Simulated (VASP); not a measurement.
Input of a VASP 6.6.1 run:

Contents of INCAR:

```
ALGO = Normal
EDIFF = 1E-6
ENCUT = 520
ISIF = 2
ISMEAR = 0
LASPH = True
LCHARG = False
LREAL = False
LWAVE = False
NBANDS = 13
NELM = 80
PREC = Accurate
SIGMA = 0.15
```

KPOINTS

```
k-points
0
Gamma
  22 22 22
```

POSCAR

```
Mo
1.0
   -1.5710000000      1.5710000000      1.5710000000
    1.5710000000     -1.5710000000      1.5710000000
    1.5710000000      1.5710000000     -1.5710000000
Mo
1
Direct
    0.0000000000      0.0000000000      0.0000000000
```

Potentials or basis: VASP PAW LDA potentials, release 64 (Mo_sv).

Command:

```console
$ cat potpaw_LDA.64/Mo_sv/POTCAR > POTCAR
$ mpirun -np 1 vasp_std > vasp.out
```

Predict the band gap on the k mesh.

zero (bands 7 and 8 overlap by 5.44 eV).

Estimate the pressure.

-7.0 GPa.

Caveat: the cell stands under tension.
